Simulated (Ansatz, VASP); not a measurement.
Two plane-wave programs on CdTe

File POSCAR:

```
CdTe
1.0
    0.0000000000      3.0886830026      3.5230891775
    3.0886830026      0.0000000000      3.5230891775
    3.0886830026      3.0886830026      0.0000000000
Cd Te
1 1
Direct
    0.0000000000      0.0000000000      0.0000000000
    0.2500000000      0.2500000000      0.2500000000
```

File INCAR.step1:

```
SYSTEM = CdTe
PREC     = Accurate       ! precision mode
ENCUT    = 520            ! plane-wave cutoff, eV
ISMEAR   = 0              ! smearing method
SIGMA    = 0.01           ! smearing width, eV
LREAL    = .FALSE.        ! projectors in reciprocal space
LASPH    = .TRUE.         ! aspherical terms in the spheres
NELM     = 60             ! most SCF steps
NBANDS   = 16             ! bands
GGA      = PE             ! functional
ALGO     = Normal         ! electronic algorithm
EDIFF    = 1E-4           ! SCF threshold, eV
LWAVE    = .TRUE.         ! write WAVECAR
LCHARG   = .FALSE.        ! write CHGCAR
```

INCAR.step2

```
SYSTEM = CdTe
PREC     = Accurate       ! precision mode
ENCUT    = 520            ! plane-wave cutoff, eV
EDIFF    = 1E-6           ! SCF threshold, eV
ISMEAR   = 0              ! smearing method
SIGMA    = 0.01           ! smearing width, eV
LREAL    = .FALSE.        ! projectors in reciprocal space
LASPH    = .TRUE.         ! aspherical terms in the spheres
NELM     = 60             ! most SCF steps
ALGO     = Normal         ! electronic algorithm
ISIF     = 2              ! what is computed and relaxed
LWAVE    = .FALSE.        ! write WAVECAR
LCHARG   = .TRUE.         ! write CHGCAR
METAGGA  = R2SCAN         ! meta-GGA
LMIXTAU  = .TRUE.       
LELF     = .TRUE.         ! ELF
LVHAR    = .TRUE.       
NBANDS   = 16             ! bands
ISTART   = 1
```

KPOINTS

```
regular mesh
0
G
  6 6 6
  0 0 0
```

Input for Ansatz:

```yaml
crystal:
  lattice:
    - [0.0, 3.0886830026, 3.5230891775]
    - [3.0886830026, 0.0, 3.5230891775]
    - [3.0886830026, 3.0886830026, 0.0]
  atoms:
    - { symbol: Cd, position: [0.0, 0.0, 0.0] }
    - { symbol: Te, position: [0.25, 0.25, 0.25] }
kpoints:
  mp_grid: { grid: [6, 6, 6] }
  band_path:
    path:
      - [0.0, 0.0, 0.0]
      - [-0.5, -0.5, 0.0]
      - [-0.375, -0.375, 0.25]
      - [-0.375, 0.0, 0.375]
      - [0.0, 0.0, 0.5]
      - [-0.5, -0.25, 0.25]
    npoints: 1
hamiltonian:
  xc: r2scan
scf:
  occupations: { method: fixed }
  n_extra_bands: 4
output:
  forces: true
  stress: true
  eigenvalues: true
```

Change from the starting cell: epitaxial_xy strain -5.8%.

Alike in both runs: task single point; functional r2SCAN; k mesh 6 × 6 × 6; no spin polarisation.

|  | VASP | Ansatz |
| --- | --- | --- |
| version | VASP 6.6.1 | Ansatz 0.2.0 |
| potentials or method | VASP PAW PBE potentials, release 64 (Cd, Te) | plane waves, PAW |
| plane-wave cutoff (eV) | 520 | 500 |
| occupations | gaussian, width 0.01 eV | fixed |
| valence electrons in the cell | 18 | 36 |

|  | VASP | Ansatz | Ansatz less VASP |
| --- | --- | --- | --- |
| gap on the k mesh at the Fermi level (eV) | 1.05 | 1.06 | +0.006 |
| pressure (GPa) | 2.0 | 1.9 | -0.14 |
| traceless stress, the component that is largest in VASP (GPa) | -1.85 | -1.85 | +0.005 |

VASP's potentials were made for PBE, not for r2SCAN. VASP's potentials hold 18 valence electrons a cell and Ansatz's 36, so a difference there can come from the potentials and not from the codes.

Neither program's run includes spin-orbit coupling.
